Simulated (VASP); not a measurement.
# Ta in VASP: single point with RPBE

Aim: the single point of Ta with RPBE.

Everything below comes from runs of VASP 6.6.1. Logs are shortened: lines on timing, memory, paths and dates and some standing lists are left out, and cuts for length are marked.

## 1. The cell of the first run

The cell holds a slab with vacuum, 5 atoms: a = 2.860 Å, b = 2.860 Å, c = 24.341 Å, α = 90.00°, β = 90.00°, γ = 109.47°.

## 2. Single point, RPBE (last atom moved by 0.04 Å along z)

Input file INCAR:

```
ADDGRID = False ; ALGO = Normal
DIPOL = 0.5 0.5 0.500 ; EDIFF = 1E-8
ENCUT = 550 ; GGA = RP
GGA_COMPAT = False ; IDIPOL = 3
ISIF = 0 ; ISMEAR = 1
KPAR = 2 ; LASPH = True
LCHARG = False ; LDIPOL = True
LREAL = False ; LWAVE = False
NBANDS = 54 ; NELM = 120
NELMDL = -8 ; PREC = Accurate
SIGMA = 0.05
```

Input file KPOINTS:

```
Automatic mesh
0
Gamma
  16 16 1
  0 0 0
```

Input file POSCAR:

```
Ta
1.0
    2.8601008575      0.0000000000      0.0000000000
   -0.9533669525      2.6965289483      0.0000000000
    0.0000000000      0.0000000000     24.3410502851
Ta
5
Direct
    0.5000000000      0.5000000000      0.3081214600
    0.0000000000      0.0000000000      0.4040607300
    0.5000000000      0.5000000000      0.5000000000
    0.0000000000      0.0000000000      0.5959392700
    0.5000000000      0.5000000000      0.6935218500
```

Potentials or basis: VASP PAW PBE potentials, release 64 (Ta_pv).

On the command line:

```sh
cat potpaw_PBE.64/Ta_pv/POTCAR > POTCAR
mpirun -np 2 vasp_std > vasp.out
```

OUTCAR:

```text
EDIFF = 1E-8
   ENCUT = 550
   GGA = RP
   ISIF = 0
   ISMEAR = 1
   LASPH = True
   LREAL = False
   NELM = 120
   NELMDL = -8
   PREC = Accurate

 ion  position               nearest neighbor table
   1  0.500  0.500  0.308-   2 2.86   2 2.86   2 3.30   2 3.30
   2  0.000  0.000  0.404-   1 2.86   1 2.86   3 2.86   3 2.86   1 3.30   1 3.30   3 3.30   3 3.30

   3  0.500  0.500  0.500-   2 2.86   4 2.86   2 2.86   4 2.86   2 3.30   4 3.30   2 3.30   4 3.30

   4  0.000  0.000  0.596-   3 2.86   3 2.86   5 2.89   5 2.89   3 3.30   3 3.30   5 3.33   5 3.33

   5  0.500  0.500  0.694-   4 2.89   4 2.89   4 3.33   4 3.33

  LATTYP: Found a base centered orthorhombic cell.
 ALAT       =     3.3025600000
 B/A-ratio  =     1.4142135624
 C/A-ratio  =     7.3703582328

  Lattice vectors:

 A1 = (   2.8601008575,   0.0000000000,   0.0000000000)
 A2 = (  -0.9533669525,   2.6965289483,   0.0000000000)
 A3 = (   0.0000000000,   0.0000000000,  24.3410502851)

Analysis of symmetry for initial positions (statically):
=====================================================================
 Subroutine PRICEL returns:
 Original cell was already a primitive cell.

 Routine SETGRP: Setting up the symmetry group for a
 base centered orthorhombic supercell.

 Subroutine GETGRP returns: Found  4 space group operations
 (whereof  4 operations were pure point group operations)
 out of a pool of  8 trial point group operations.

The static configuration has the point symmetry C_2v.

Analysis of symmetry for dynamics (positions and initial velocities):
=====================================================================
 Subroutine PRICEL returns:
 Original cell was already a primitive cell.

 Routine SETGRP: Setting up the symmetry group for a
 base centered orthorhombic supercell.

 Subroutine GETGRP returns: Found  4 space group operations
 (whereof  4 operations were pure point group operations)
 out of a pool of  8 trial point group operations.

The dynamic configuration has the point symmetry C_2v.

 Subroutine INISYM returns: Found  4 space group operations
 (whereof  4 operations are pure point group operations),
 and found     1 'primitive' translations

----------------------------------------------------------------------------------------

                                     Primitive cell

  volume of cell :     187.7266

  direct lattice vectors                    reciprocal lattice vectors
     2.860100857  0.000000000  0.000000000     0.349638020  0.123615707  0.000000000
    -0.953366953  2.696528948  0.000000000     0.000000000  0.370847122  0.000000000
     0.000000000  0.000000000 24.341050285     0.000000000  0.000000000  0.041082862

  length of vectors
     2.860100857  2.860100858 24.341050285     0.370847122  0.370847122  0.041082862

  position of ions in fractional coordinates (direct lattice)
     0.500000000  0.500000000  0.308121460
     0.000000000  0.000000000  0.404060730
     0.500000000  0.500000000  0.500000000
     0.000000000  0.000000000  0.595939270
     0.500000000  0.500000000  0.693521850

  ion indices of the primitive-cell ions
   primitive index   ion index
                 1           1
                 2           2
                 3           3
                 4           4
                 5           5

----------------------------------------------------------------------------------------

 KPOINTS: Automatic mesh

Automatic generation of k-mesh.
 Grid dimensions read from file:
 generate k-points for:   16   16    1

 Generating k-lattice:

  Cartesian coordinates                     Fractional coordinates (reciprocal lattice)
     0.021852376  0.007725982  0.000000000     0.062500000  0.000000000  0.000000000
     0.000000000  0.023177945  0.000000000     0.000000000  0.062500000  0.000000000
     0.000000000  0.000000000  0.041082862     0.000000000  0.000000000  1.000000000

  Length of vectors
     0.023177945  0.023177945  0.041082862

  Shift w.r.t. Gamma in fractional coordinates (k-lattice)
     0.000000000  0.000000000  0.000000000

 Subroutine IBZKPT returns following result:
 ===========================================

 Found     73 irreducible k-points:

 Following reciprocal coordinates:
            Coordinates               Weight
  0.000000  0.000000  0.000000      1.000000
  0.062500  0.000000  0.000000      4.000000
  0.125000  0.000000  0.000000      4.000000
  0.187500  0.000000  0.000000      4.000000
  0.250000  0.000000  0.000000      4.000000
  0.312500  0.000000  0.000000      4.000000
[... 16 lines left out ...]
 -0.125000  0.062500  0.000000      4.000000
 -0.062500  0.062500  0.000000      2.000000
 [... further k-points ...]
   k-points           NKPTS =     73   k-points in BZ     NKDIM =     73   number of bands    NBANDS=     54
   number of dos      NEDOS =    301   number of ions     NIONS =      5
   total plane-waves  NPLWV = 110592
   dimension x,y,z NGX =    24 NGY =   24 NGZ =  192
   dimension x,y,z NGXF=    48 NGYF=   48 NGZF=  384
   ions per type =               5
   NGX,Y,Z   is equivalent  to a cutoff of  13.95, 13.95, 13.11 a.u.
   NGXF,Y,Z  is equivalent  to a cutoff of  27.90, 27.90, 26.23 a.u.
 SYSTEM =  unknown system
   PREC   = accura    normal or accurate (medium, high low for compatibility)
   ISTART =      0    job   : 0-new  1-cont  2-samecut
   ICHARG =      2    charge: 1-file 2-atom 10-const
   ISPIN  =      1    spin polarized calculation?
   LNONCOLLINEAR =      F non collinear calculations
   LSORBIT =      F    spin-orbit coupling
   LASPH  =      T    aspherical Exc in radial PAW
   ENCUT  =  550.0 eV  40.42 Ry    6.36 a.u.   5.47  5.47 46.55*2*pi/ulx,y,z
   NELM   =    120;   NELMIN=  2; NELMDL= -8     # of ELM steps
   EDIFF  = 0.1E-07   stopping-criterion for ELM
   LREAL  =      F    real-space projection
   EDIFFG = 0.1E-06   stopping-criterion for IOM
   NSW    =      0    number of steps for IOM
   IBRION =     -1    ionic relax: 0-MD 1-quasi-New 2-CG
   NFREE  =      0    steps in history (QN), initial steepest desc. (CG)
   ISIF   =      0    stress and relaxation
   ISYM   =      2    0-nonsym 1-usesym 2-fastsym
   POTIM  = 0.5000    time-step for ionic-motion
   TEBEG  =    0.0;   TEEND  =   0.0 temperature during run

   SCALEE = 1.0000    scale energy and forces
   PSTRESS=    0.0 pullay stress
   NELECT =      55.0000    total number of electrons
   NUPDOWN=      -1.0000    fix difference up-down
   EMIN   =  10.00;   EMAX   =-10.00  energy-range for DOS
   EFERMI =   0.00;   METHOD = LEGACY
   ISMEAR =     1;   SIGMA  =   0.05  broadening in eV -4-tet -1-fermi 0-gaus
   EFERMI_NEDOS =   21; number of points for ismear=-14 and -15
   IALGO  =     38    algorithm
   IMIX   =      4    mixing-type and parameters
     AMIX     =   0.40;   BMIX     =  1.00
     AMIX_MAG =   1.60;   BMIX_MAG =  1.00
  volume/ion in A,a.u.               =      37.55       253.37
  Fermi-wavevector in a.u.,A,eV,Ry     =   1.087311  2.054720 16.085425  1.182245
  Thomas-Fermi vector in A             =   2.223468
   LORBIT       =      0    0 simple, 1 ext, 2 COOP (PROOUT), +10 PAW based schemes
   GGA     = RP    functional components
   LHFCALC =     F    Hartree Fock is set to
   AEXX    =    0.0000 exact exchange contribution
   IVDW    =     0    specifies the selected vdW correction
   LEPSILON=     F    determine dielectric tensor
   LRPA    =     F    only Hartree local field effects (RPA)

   CSHIFT  =0.1000    complex shift for real part using Kramers Kronig

   OMEGAMAX=  -1.0    maximum frequency
 non-spin polarized calculation
 Methfessel and Paxton  Order N= 1 SIGMA  =   0.05
  energy-cutoff  :      550.00
  volume of cell :      187.73
 maximum number of plane-waves:      5563
 NGX is ok and might be reduce to    24
   NGX = 11   NGY = 11   NGZ = 93

 added-field ion interaction          0.004996 eV  (added to PSCEN)

 number of electron      54.9999999 magnetization

 DIPCOR: dipole corrections for dipol
 direction  3 min pos     1,
 dipolmoment           0.000000      0.000000      0.000351 electrons x Angstroem
 Tr[quadrupol]      -147.390661

 energy correction for charged system         0.000000 eV

 dipol+quadrupol energy correction           -0.000000 eV

 added-field ion interaction         -0.000149 eV  (added to PSCEN)

 Free energy of the ion-electron system (eV)
  ---------------------------------------------------
  ext. energy  EPLUGINS =         0.00000000
  ---------------------------------------------------
  free energy    TOTEN  =       -54.36576880 eV

  energy without entropy =      -54.36549181  energy(sigma->0) =      -54.36567647

 E-fermi :   0.4062     XC(G=0):  -6.9387

 val. band max:        0.4029205552   @ k =  -0.4375   0.1875   0.0000
 cond. band min:       0.4099034027   @ k =  -0.1250   0.0625   0.0000
 fundamental gap:      0.0069828475
 Fermi energy:         0.4061812637

 k-point     1 :       0.0000    0.0000    0.0000
  band No.  band energies     occupation
      1     -33.9842      2.00000
      2     -33.9305      2.00000
      3     -33.5914      2.00000
      4     -33.3147      2.00000
      5     -33.3054      2.00000
      6     -33.2235      2.00000
[... 31 lines left out ...]
     38       4.0960      0.00000
     39       4.2550      0.00000

 k-point     2 :       0.0625    0.0000    0.0000
  band No.  band energies     occupation
      1     -33.9745      2.00000
      2     -33.9250      2.00000
      3     -33.5935      2.00000
      4     -33.3391      2.00000
      5     -33.3218      2.00000
      6     -33.2230      2.00000
[... 31 lines left out ...]
     38       4.0151      0.00000
     39       4.1733      0.00000

 k-point     3 :       0.1250    0.0000    0.0000
  band No.  band energies     occupation
      1     -33.9470      2.00000
      2     -33.9098      2.00000
      3     -33.6032      2.00000
      4     -33.4149      2.00000
      5     -33.3717      2.00000
      6     -33.2388      2.00000
[... 31 lines left out ...]
     38       4.0360      0.00000
     39       4.0598      0.00000

 k-point     4 :       0.1875    0.0000    0.0000
  band No.  band energies     occupation
      1     -33.9072      2.00000
      2     -33.8889      2.00000
      3     -33.6346      2.00000
      4     -33.5344      2.00000
      5     -33.4605      2.00000
      6     -33.2984      2.00000
[... 31 lines left out ...]
     38       3.9392      0.00000
     39       4.1012      0.00000
[... 754 lines left out ...]
     38       3.5896      0.00000
     39       4.1094      0.00000

 k-point    23 :      -0.1250    0.0625    0.0000
  band No.  band energies     occupation
      1     -33.9547      2.00000
      2     -33.9092      2.00000
      3     -33.5832      2.00000
      4     -33.3795      2.00000
      5     -33.3615      2.00000
      6     -33.2298      2.00000
[... 31 lines left out ...]
     38       3.5798      0.00000
     39       3.8003      0.00000

 k-point    24 :      -0.0625    0.0625    0.0000
  band No.  band energies     occupation
      1     -33.9739      2.00000
      2     -33.9221      2.00000
      3     -33.5851      2.00000
      4     -33.3308      2.00000
      5     -33.3216      2.00000
      6     -33.2253      2.00000
[... 31 lines left out ...]
     38       3.7102      0.00000
     39       3.8622      0.00000

 [... further k-points ...]

 [bands above 39 left out]

------------------------ aborting loop because EDIFF is reached ----------------------------------------

 vacuum level on the upper side and lower side of the slab       (xc-potential included)        -0.118        -0.128

 VOLUME and BASIS-vectors are now :
 -----------------------------------------------------------------------------
  energy-cutoff  :      550.00
  volume of cell :      187.73
      direct lattice vectors                 reciprocal lattice vectors
     2.860100857  0.000000000  0.000000000     0.349638020  0.123615707  0.000000000
    -0.953366953  2.696528948  0.000000000     0.000000000  0.370847122  0.000000000
     0.000000000  0.000000000 24.341050285     0.000000000  0.000000000  0.041082862

 POSITION                                       TOTAL-FORCE (eV/Angst)
 -----------------------------------------------------------------------------------
      0.95337      1.34826      7.50000         0.000000      0.000000      0.217702
      0.00000      0.00000      9.83526         0.000000      0.000000     -0.431328
      0.95337      1.34826     12.17053        -0.000000      0.000000      0.040339
      0.00000      0.00000     14.50579        -0.000000      0.000000      0.557194
      0.95337      1.34826     16.88105         0.000000      0.000000     -0.383906
 -----------------------------------------------------------------------------------
    total drift:                               -0.000000     -0.000000      0.000119

  FREE ENERGIE OF THE ION-ELECTRON SYSTEM (eV)
  ---------------------------------------------------
  free  energy   TOTEN  =       -54.3657687953 eV

  energy  without entropy=      -54.3654918085  energy(sigma->0) =      -54.36567647

 vacuum level on the upper side and lower side of the slab         4.996         4.990
```

It took 8.7 min on 2 MPI ranks of Intel Xeon 6975P-C (Granite Rapids), shared host; peak memory 0.66 GiB.

What came out:

| Quantity | Value |
| --- | --- |
| Free energy | -54.3658 eV |
| Largest force | 0.557 eV/Å |
| Band gap on the k mesh | zero (an odd number of electrons rules out a gap without spin polarisation) |

Forces in eV/Å, atoms in the order of the input:
```
Ta   0.000  0.000  0.218
Ta   0.000  0.000 -0.431
Ta   0.000  0.000  0.040
Ta   0.000  0.000  0.557
Ta   0.000  0.000 -0.384
```

Caveat: the cell differs from its parent crystal (last atom moved by 0.04 Å along z); the PAW data sets were made with another functional, which shifts forces and pressure a little; spin-orbit coupling is left out, which moves the levels of the heavy elements.
